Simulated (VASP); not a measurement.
# H3C5 in VASP: a series of runs, part 2 of 2

VASP 6.6.1. Earlier steps stand in the parts before.

### Step 3. Single point, PBE+D3(BJ)

Input file INCAR:

```
SYSTEM = H3C5
PREC = Accurate
ENCUT = 520
EDIFF = 1E-6
ISMEAR = -1
SIGMA = 0.05
LREAL = Auto
LASPH = .True.
NELM = 80
ALGO = Normal
ISIF = 2
LWAVE = .False.
LCHARG = .False.
GGA = PE
IVDW = 12
NBANDS = 68
```

Input file KPOINTS:

```
Automatic mesh
0
Gamma
  2 2 1
  0 0 0
```

Input file POSCAR:

```
H3C5
1.0
    5.0487420000      0.0000000000      0.0000000000
    0.0000000000      5.0487420000      0.0000000000
    0.0000000000      0.0000000000     17.1355610000
H C
12 20
Direct
    0.4277897346      0.0000000000      0.0583581711
    0.0722160095      0.0000000000      0.0583581711
    0.9277954786      0.0000000000      0.0583581711
    0.5722217535      0.0000000000      0.0583581711
    0.4277897346      0.5000057440      0.0583581711
    0.0722160095      0.5000057440      0.0583581711
    0.9277954786      0.5000057440      0.0583581711
    0.5722217535      0.5000057440      0.0583581711
    0.7342225053      0.0268977896      0.3608869298
    0.2747813218      0.5006791791      0.3634313461
    0.7643884358      0.4810109132      0.3575721857
    1.2607299006      0.9944061313      0.3607527060
    0.2500028720      0.0000000000      0.0953981022
    0.7500086160      0.0000000000      0.0953981022
    0.2500028720      0.5000057440      0.0953981022
    0.7500086160      0.5000057440      0.0953981022
    0.2500028720      0.2500028720      0.1474827699
    0.7500086160      0.2500028720      0.1474827699
    0.2500028720      0.7500086160      0.1474827699
    0.7500086160      0.7500086160      0.1474827699
   -0.0029908441      0.2527164193      0.1978983939
    0.4868143391      0.2442984807      0.1930663373
   -0.0085565870      0.7558318488      0.2039968227
    0.4834075498      0.7421650780      0.2040610167
    0.0030700717      0.0148353788      0.2525800002
    0.4970545138      0.0143996267      0.2516754485
   -0.0032483339      0.4878641056      0.2518972096
    0.4917858746      0.4759601501      0.2554862371
    0.2490125263      0.0953504853      0.3037309371
    0.7504245612      0.0987770815      0.3003578348
    0.2497849959      0.4013078902      0.3048864289
    0.7574560158      0.3996837232      0.2994999697
```

Potentials or basis: VASP PAW PBE potentials, release 64 (H, C).

The run is started by

```sh
> cat potpaw_PBE.64/H/POTCAR potpaw_PBE.64/C/POTCAR > POTCAR
> mpirun -np 1 vasp_std > vasp.out
```

OUTCAR:

```text
SYSTEM = H3C5
   PREC = Accurate
   ENCUT = 520
   EDIFF = 1E-6
   ISMEAR = -1
   LREAL = Auto
   LASPH = .True.
   NELM = 80
   ISIF = 2
   GGA = PE
   IVDW = 12
 IVDW          = 12

 ion  position               nearest neighbor table
   1  0.428  0.000  0.058-   4 0.73  13 1.10
   2  0.072  0.000  0.058-   3 0.73  13 1.10
   3  0.928  0.000  0.058-   2 0.73  14 1.10
   4  0.572  0.000  0.058-   1 0.73  14 1.10
   5  0.428  0.500  0.058-   8 0.73  15 1.10
   6  0.072  0.500  0.058-   7 0.73  15 1.10
   7  0.928  0.500  0.058-   6 0.73  16 1.10
   8  0.572  0.500  0.058-   5 0.73  16 1.10
   9  0.734  0.027  0.361-  30 1.10
  10  0.275  0.501  0.363-  31 1.13
  11  0.764  0.481  0.358-  32 1.08
  12  0.261  0.994  0.361-  29 1.10
  13  0.250  0.000  0.095-   2 1.10   1 1.10  19 1.55  17 1.55
  14  0.750  0.000  0.095-   4 1.10   3 1.10  20 1.55  18 1.55
  15  0.250  0.500  0.095-   6 1.10   5 1.10  17 1.55  19 1.55
  16  0.750  0.500  0.095-   8 1.10   7 1.10  18 1.55  20 1.55
  17  0.250  0.250  0.147-  22 1.43  21 1.54  15 1.55  13 1.55
  18  0.750  0.250  0.147-  21 1.52  22 1.54  16 1.55  14 1.55
[... 245 lines left out ...]
 k-point     1 :       0.0000    0.0000    0.0000
  band No.  band energies     occupation
      1     -20.0492      2.00000
      2     -17.9399      2.00000
      3     -15.8959      2.00000
      4     -15.4921      2.00000
      5     -15.4259      2.00000
      6     -15.4094      2.00000
[... 233 lines left out ...]
     57       6.3089      0.00000
     58       6.3789      0.00000
 [bands above 58 left out]

------------------------ aborting loop because EDIFF is reached ----------------------------------------

 Edisp (eV)   -3.31696

 E8    (eV) :    -0.9418

  FORCE on cell =-STRESS in cart. coord.  units (eV):
  Direction    XX          YY          ZZ          XY          YZ          ZX
  --------------------------------------------------------------------------------------
  -------------------------------------------------------------------------------------
  Total      69.75427    -6.16740   -10.98357    -0.49544    -0.26781    -0.96009
  in kB     255.86844   -22.62288   -40.28926    -1.81734    -0.98238    -3.52176
  external pressure =       64.32 kB  Pullay stress =        0.00 kB

 VOLUME and BASIS-vectors are now :
 -----------------------------------------------------------------------------
  energy-cutoff  :      520.00
  volume of cell :      436.78
      direct lattice vectors                 reciprocal lattice vectors
     5.048742000  0.000000000  0.000000000     0.198069143  0.000000000  0.000000000
     0.000000000  5.048742000  0.000000000     0.000000000  0.198069143  0.000000000
     0.000000000  0.000000000 17.135561000     0.000000000  0.000000000  0.058358171

 POSITION                                       TOTAL-FORCE (eV/Angst)
 -----------------------------------------------------------------------------------
      2.15980      0.00000      1.00000        -8.937345     -0.011575      0.108224
      0.36460      0.00000      1.00000         8.955135     -0.102130      0.090475
      4.68420      0.00000      1.00000        -8.915677     -0.097957      0.091265
      2.88900      0.00000      1.00000         8.960777     -0.010655      0.095727
      2.15980      2.52440      1.00000        -8.936051      0.058199      0.118064
      0.36460      2.52440      1.00000         8.959539      0.031931      0.087340
[... 24 lines left out ...]
      1.26110      2.02610      5.22440         0.108511      2.072823     -0.779955
      3.82420      2.01790      5.13210        -1.885408      2.090613     -0.695545
 -----------------------------------------------------------------------------------
    total drift:                               -0.000714      0.029074     -0.004786

  FREE ENERGIE OF THE ION-ELECTRON SYSTEM (eV)
  ---------------------------------------------------
  free  energy   TOTEN  =      -212.6696057509 eV

  energy  without entropy=     -212.6696057180  energy(sigma->0) =     -212.66960573
```

stdout:

```text
POSCAR found type information on POSCAR H C
 POSCAR found :  2 types and      32 ions
 scaLAPACK will be used
 LDA part: xc-table for (Slater+PW92), standard interpolation
 POSCAR, INCAR and KPOINTS ok, starting setup
 FFT: planning ... GRIDC
 FFT: planning ... GRID_SOFT
 FFT: planning ... GRID
 WAVECAR not read
 entering main loop
```

It took 3.9 min on 1 thread of Intel Xeon Platinum 8488C (Sapphire Rapids), shared host; peak memory 0.49 GiB.

Results:

| Property | Result |
| --- | --- |
| Free energy | -212.6696 eV |
| Largest force | 8.961 eV/Å |
| Band gap on the k mesh | 1.72 eV |
| Dispersion energy per atom | -0.104 eV |

Forces on the atoms (eV/Å):
```
H   -8.937 -0.012  0.108
H    8.955 -0.102  0.090
H   -8.916 -0.098  0.091
H    8.961 -0.011  0.096
H   -8.936  0.058  0.118
H    8.960  0.032  0.087
H   -8.927  0.027  0.069
H    8.957  0.063  0.120
H    0.288 -0.372 -0.160
H   -0.696 -0.495 -0.611
H   -0.174  0.402  0.717
H   -0.261  0.184 -0.070
C   -0.087 -0.176  0.936
C    0.072 -0.125  1.105
C   -0.172  0.163  0.956
C    0.253  0.125  1.119
C   -2.023 -0.002 -3.507
C   -0.820 -0.001 -2.516
C   -1.161 -0.154  0.388
C   -1.090 -0.137  0.671
C    0.865 -0.395 -1.558
C    2.983  0.660  3.007
C    1.146 -0.977 -0.053
C    2.324  0.829  0.880
C   -0.944  1.091  1.338
C   -0.434  0.448  0.545
C    0.639 -0.814  1.275
C    0.824  0.015 -1.663
C    0.393 -2.091 -1.289
C   -0.267 -2.300 -0.815
C    0.109  2.073 -0.780
C   -1.885  2.091 -0.696
```

Levels at points of the mesh, in eV from the valence-band top:
```
           k point  band 42  band 43  band 44  band 45  band 46  band 47  band 48  band 49  band 50  band 51
(0.00, 0.00, 0.00)    -2.79    -2.20    -1.96    -0.62    -0.13     1.72     1.94     3.24     3.72     3.84
(0.50, 0.00, 0.00)    -3.48    -2.52    -2.36    -2.29    -1.97     2.83     2.99     3.05     3.08     4.33
(0.00, 0.50, 0.00)    -3.36    -3.01    -1.94    -0.34     0.00     2.81     2.81     3.12     3.33     3.58
(0.50, 0.50, 0.00)    -3.62    -3.10    -3.02    -2.66    -2.52     3.68     3.84     3.92     3.97     3.99
```

Caveat: the k points lie up to 0.62 Å⁻¹ apart.
